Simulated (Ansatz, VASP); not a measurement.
Ir in VASP and in Ansatz

The input INCAR:

```
PREC = Accurate
ENCUT = 520
EDIFF = 1E-6
ISMEAR = -1
SIGMA = 0.1
LREAL = F
LASPH = T
NELM = 100
ALGO = Normal
ISIF = 2
LWAVE = F
LCHARG = T
GGA = B5
ALDAX = 1.0
AGGAX = 1.0
AGGAC = 1.0
ALDAC = 0.0
LELF = T
LVHAR = T
NBANDS = 10
```

KPOINTS

```
regular mesh
0
Gamma
  16 16 16
```

Contents of POSCAR:

```
Ir
1.0
   -1.6041359637      1.6041359637      1.6041359637
    1.6041359637     -1.6041359637      1.6041359637
    1.6041359637      1.6041359637     -1.6041359637
Ir
1
Direct
    0.0000000000      0.0000000000      0.0000000000
```

Input for Ansatz:

```yaml
crystal:
  lattice:
    - [-1.6041359637, 1.6041359637, 1.6041359637]
    - [1.6041359637, -1.6041359637, 1.6041359637]
    - [1.6041359637, 1.6041359637, -1.6041359637]
  atoms:
    - { symbol: Ir, position: [0.0, 0.0, 0.0] }
hamiltonian:
  xc: blyp
  pseudopotentials:
    kind: paw
    azcp:
      Ir: "pseudopotentials/Ir.paw.azcp"
basis:
  ecutwfc: 420
  fft_grid_basis: typed
kpoints:
  mp_grid: { grid: [16, 16, 16], shift: [0, 0, 0] }
magnetization:
  spin_polarized: false
scf:
  occupations: { method: fermi_dirac, width: 0.1 }
  lower_state_search: "off"
output:
  stress: true
```

Alike in both runs: task single point; functional BLYP; k mesh 16 × 16 × 16; occupations fermi-dirac, width 0.1 eV; no spin polarisation.

|  | VASP | Ansatz |
| --- | --- | --- |
| version | VASP 6.6.1 | Ansatz 0.2.0 |
| potentials or method | VASP PAW PBE potentials, release 64 (Ir), cutoff 520 eV | plane waves (420 eV) with PAW, scalar-relativistic |
| valence electrons in the cell | 9 | 17 |

```csv
,VASP,Ansatz,Ansatz less VASP
pressure (GPa),-7.3,-8.9,-1.66
```

VASP's potentials were made for PBE, not for BLYP. The functional is the same, so the differences come from potentials, cutoffs and numerics. VASP's potentials hold 9 valence electrons a cell and Ansatz's 17, so a difference there can come from the potentials and not from the codes.

Spin-orbit coupling is off throughout.
